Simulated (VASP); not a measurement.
**CuO2: single point with PBEsol**

CuO2:

```xyz
3
Lattice="0.0000 2.3845 2.3845 2.3845 0.0000 2.3845 2.3845 2.3845 0.0000" Properties=species:S:1:pos:R:3 pbc="T T T"
Cu    0.0000    0.0000    0.0000
O     1.1922    1.1922    1.1922
O     3.5767    3.5767    3.5767
```

```
Program             : VASP 6.6.1
Task                : single point
Functional          : PBEsol
Potentials or basis : VASP PAW PBE potentials, release 64 (Cu, O)
Cutoff              : 520 eV
k mesh              : 16 × 16 × 16
Occupations         : gaussian, width 0.1 eV
Spin                : collinear spin, ferromagnetic start
Starting moments    : [1.0, 0.0, 0.0] μB
```

```
Pressure                                              : 0.7 GPa
Net moment                                            : 1.92 μB per cell
Site moments                                          : Cu +0.57; O +0.60 μB
Valence electrons inside the program's atomic spheres : Cu 9.79; O 4.83
```

Levels at points of the mesh, in eV from the Fermi level:
Spin up:
| k point | band 9 | band 10 | band 11 | band 12 | band 13 | band 14 | band 15 | band 16 | band 17 | band 18 |
| --- | --- | --- | --- | --- | --- | --- | --- | --- | --- | --- |
| (0.00, 0.00, 0.00) | -1.42 | -1.42 | -0.34 | -0.34 | -0.34 | 6.00 | 11.99 | 11.99 | 11.99 | 18.75 |
| (0.50, 0.00, 0.00) | -2.92 | -2.92 | -2.44 | -0.20 | -0.20 | 9.98 | 10.83 | 15.85 | 15.85 | 19.20 |
| (0.50, 0.50, 0.00) | -2.55 | -2.55 | -0.33 | 0.33 | 0.33 | 8.74 | 12.32 | 12.75 | 17.34 | 17.34 |
Spin down:
| k point | band 6 | band 7 | band 8 | band 9 | band 10 | band 11 | band 12 | band 13 | band 14 | band 15 |
| --- | --- | --- | --- | --- | --- | --- | --- | --- | --- | --- |
| (0.00, 0.00, 0.00) | -2.52 | -2.52 | -0.24 | -0.24 | -0.24 | 0.74 | 0.74 | 0.74 | 6.41 | 12.05 |
| (0.50, 0.00, 0.00) | -2.80 | -2.41 | -2.41 | -2.29 | -2.29 | -1.53 | 0.86 | 0.86 | 10.59 | 11.30 |
| (0.50, 0.50, 0.00) | -3.07 | -3.07 | -2.33 | -2.07 | -1.66 | 0.95 | 1.57 | 1.57 | 8.92 | 12.62 |

It took 11 min on 1 thread of AMD EPYC 7R13, with other jobs on the host, peak memory 0.24 GiB.

Caveat: the PAW data sets were made with another functional, which shifts forces and pressure a little; a cell with one magnetic atom can't hold antiferromagnetic order, which such compounds often take; semilocal functionals often make such compounds metallic where correlation or magnetic order opens a gap, which also shifts bond lengths. With open d or f shells a metallic result of PBEsol can be an artefact of self-interaction; +U or a hybrid may open a gap.
